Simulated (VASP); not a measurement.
Set up this calculation in VASP 6.6.1, as the native input.

- Task: electric field gradients
- Functional: LDA
- Potentials or basis: VASP PAW LDA potentials, release 64 (Mo_sv, S)
- Cutoff: 520 eV
- k mesh: 15 × 15 × 15
- Occupations: fermi-dirac, width 0.05 eV
- Spin: no spin polarisation
- Dipole correction: no
- Further INCAR settings: ALGO = Normal; EDIFF = 1e-08; NBANDS = 20

The structure of MoS2 lies in POSCAR:

```
MoS2
1.0
    1.5656853532      0.9039488601      6.1233300000
   -1.5656853532      0.9039488601      6.1233300000
    0.0000000000     -1.8078977203      6.1233300000
Mo S
1 2
Direct
    0.0000000000      0.0000000000      0.0000000000
    0.7484000000      0.7484000000      0.7484000000
    0.5849000000      0.5849000000      0.5849000000
```

This cell differs from its parent crystal: equal xx and yy strain of -1 %.

One way to write it, as run:

INCAR

```
PREC = Accurate
ENCUT = 520
EDIFF = 1E-8
ISMEAR = -1
SIGMA = 0.05
LREAL = False
LASPH = True
NELM = 80
ALGO = Normal
ISIF = 2
LWAVE = False
LCHARG = False
LEFG = True
NBANDS = 20
```

KPOINTS

```
Automatic mesh
0
Gamma
  15 15 15
```

Potentials or basis: VASP PAW LDA potentials, release 64 (Mo_sv, S).

Command:

```console
$ cat potpaw_LDA.64/Mo_sv/POTCAR potpaw_LDA.64/S/POTCAR > POTCAR
$ mpirun -np 1 vasp_std > vasp.out
```

It gave:

```json
{
 "Pressure": "4.9 GPa",
 "Largest force": "1.080 eV/Å",
 "Band gap on the k mesh": "0.77 eV (least direct gap 1.73 eV)",
 "Largest electric field gradient by atom": "Mo -95.8; S -64.1, -62.6 V/Å²"
}
```

Caveat: the cell differs from its parent crystal (equal xx and yy strain of -1 %); the cell stands under pressure; without QUAD_EFG the Cq values of the log hold for a quadrupole moment of 1 mb, not for the nuclei; an odd mesh through Γ misses points on the zone boundary, where band edges can lie; forces of over 1 eV/Å act on the atoms, so gaps and moduli don't describe the material at rest.

Wall time 5.9 min on 1 thread of Intel(R) Xeon(R) 6975P-C (Granite Rapids), with other jobs on the host, peak memory 0.49 GiB.
